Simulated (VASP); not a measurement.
As:

```
CELL_PARAMETERS angstrom
1.87975 1.08527 3.48577
-1.87975 1.08527 3.48577
0.00000 -2.17055 3.48577
ATOMIC_POSITIONS crystal
As 0.22754 0.22754 0.22754
As 0.77246 0.77246 0.77246
```

```yaml
Program: VASP 6.6.1
Task: relaxation of cell and atoms
Functional: PBE
Dispersion: D3(BJ)
Potentials_or_basis: VASP PAW PBE potentials, release 64 (As)
Cutoff: 600 eV
k_mesh: 15 × 15 × 15
Occupations: gaussian, width 0.1 eV
Spin: no spin polarisation
```

At the start: pressure 0.7 GPa; volume 21.33 Å³/atom.

Question: How do energy, volume and symmetry change on relaxing?

Answer: Over 11 steps the energy falls by 5.9 meV/atom and the volume is 20.91 Å³/atom (-2.0 %); space group R-3m (No. 166, to 0.1 Å) before and after.

Step by step:
| step | energy change (eV) | largest force (eV/Å) | pressure (GPa) | volume (Å³) |
| --- | --- | --- | --- | --- |
| 1 | 0.0000 | 0.2785 | 0.67 | 42.67 |
| 2 | -0.0041 | 0.0120 | -1.12 | 43.22 |
| 3 | -0.0044 | 0.0494 | -0.74 | 43.10 |
| 4 | -0.0078 | 0.0245 | -0.49 | 42.69 |
| 5 | -0.0113 | 0.0206 | 0.11 | 41.89 |
| 6 | -0.0114 | 0.0289 | 0.24 | 41.73 |
| 7 | -0.0118 | 0.0293 | -0.13 | 41.83 |
| 8 | -0.0118 | 0.0294 | -0.07 | 41.81 |
| 9 | -0.0119 | 0.0123 | 0.12 | 41.75 |
| 10 | -0.0119 | 0.0050 | 0.05 | 41.77 |
| 11 | -0.0119 | 0.0019 | -0.01 | 41.81 |

Final structure:
```cif
data_structure
_symmetry_space_group_name_H-M 'P 1'
_symmetry_Int_Tables_number 1
_cell_length_a 4.0121
_cell_length_b 4.0121
_cell_length_c 4.0121
_cell_angle_alpha 56.350
_cell_angle_beta 56.350
_cell_angle_gamma 56.350
_cell_volume 41.81
loop_
_atom_site_label
_atom_site_type_symbol
_atom_site_fract_x
_atom_site_fract_y
_atom_site_fract_z
_atom_site_occupancy
As1 As 0.23067 0.23067 0.23067 1
As2 As 0.76933 0.76933 0.76933 1
```
